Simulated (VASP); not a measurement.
# CoSi: single point with PBE

CoSi:

```
Co Si
1.0
     4.44500    0.00000    0.00000
     0.00000    4.44500    0.00000
     0.00000    0.00000    4.44500
Co Si
4 4
Direct
  0.14462 0.14462 0.14462
  0.64462 0.35538 0.85538
  0.85538 0.64462 0.35538
  0.35538 0.85538 0.64462
  0.84307 0.84307 0.84307
  0.34307 0.65693 0.15693
  0.15693 0.34307 0.65693
  0.65693 0.15693 0.34307
```

| Property | Result |
| --- | --- |
| Program | VASP 6.6.1 |
| Task | single point |
| Functional | PBE |
| Potentials or basis | VASP PAW PBE potentials, release 64 (Co, Si) |
| Cutoff | 520 eV |
| k mesh | 8 × 8 × 8 |
| Occupations | fermi-dirac, width 0.05 eV |
| Spin | no spin polarisation |

```yaml
Pressure: -2.1 GPa
Band_gap_on_the_k_mesh: zero (bands 26 and 27 overlap by 0.21 eV)
```

Forces on the atoms (eV/Å):
```
Co   0.001  0.001  0.001
Co   0.001 -0.001 -0.001
Co  -0.001  0.001 -0.001
Co  -0.001 -0.001  0.001
Si  -0.001 -0.001 -0.001
Si  -0.001  0.001  0.001
Si   0.001 -0.001  0.001
Si   0.001  0.001 -0.001
```

Levels at points of the mesh, in eV from the Fermi level:
```
           k point  band 24  band 25  band 26  band 27  band 28  band 29
(0.00, 0.00, 0.00)    -0.80    -0.04    -0.04    -0.04     2.42     2.42
(0.50, 0.00, 0.00)    -0.67    -0.50    -0.50     0.96     0.96     1.43
(0.50, 0.50, 0.00)    -1.01    -0.06    -0.06     0.54     0.54     1.94
(0.50, 0.50, 0.50)    -1.23    -0.25    -0.25    -0.25    -0.25     5.31
```

Run time: 59 s on 1 thread of Intel(R) Xeon(R) 6975P-C (Granite Rapids), on a shared host, peak memory 0.26 GiB.

Caveat: the run has no spin polarisation, though such a crystal can be magnetic. Spin polarisation is off, so any magnetic state and its effect on volume and gap are missing.
